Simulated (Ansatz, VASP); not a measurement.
## Nb3W in VASP and in Ansatz

```
CELL_PARAMETERS angstrom
4.16450 0.00000 0.00000
0.00000 4.16450 0.00000
0.00000 0.00000 4.16450
ATOMIC_POSITIONS crystal
Nb 0.00000 0.50000 0.50000
Nb 0.50000 0.00000 0.50000
Nb 0.50000 0.50000 0.00000
W 0.00000 0.00000 0.00000
```

Alike in both runs: functional PBE; k mesh 4 × 4 × 4; occupations gaussian, width 0.1 eV; no spin polarisation.

Ansatz relaxed the structure, and its values are those at the end. VASP's run is a single point on that final structure, the one shown.

|  | VASP | Ansatz |
| --- | --- | --- |
| version | VASP 6.6.1 | Ansatz 0.2.0 |
| potentials or method | VASP PAW PBE potentials, release 64 (Nb_sv, W_sv), cutoff 520 eV | scalar-relativistic, plane waves, PAW |
| valence electrons in the cell | 53 | 53 |

|  | VASP | Ansatz | Ansatz less VASP |
| --- | --- | --- | --- |
| gap on the k mesh at the Fermi level (eV) | none | none | - |
| pressure (GPa) | 0.1 | 0.4 | +0.23 |

A gap of «none» marks a metal or a gap that the smearing closes.

The k mesh is coarse, so the values compare programs but aren't converged. Spin-orbit coupling is off throughout.
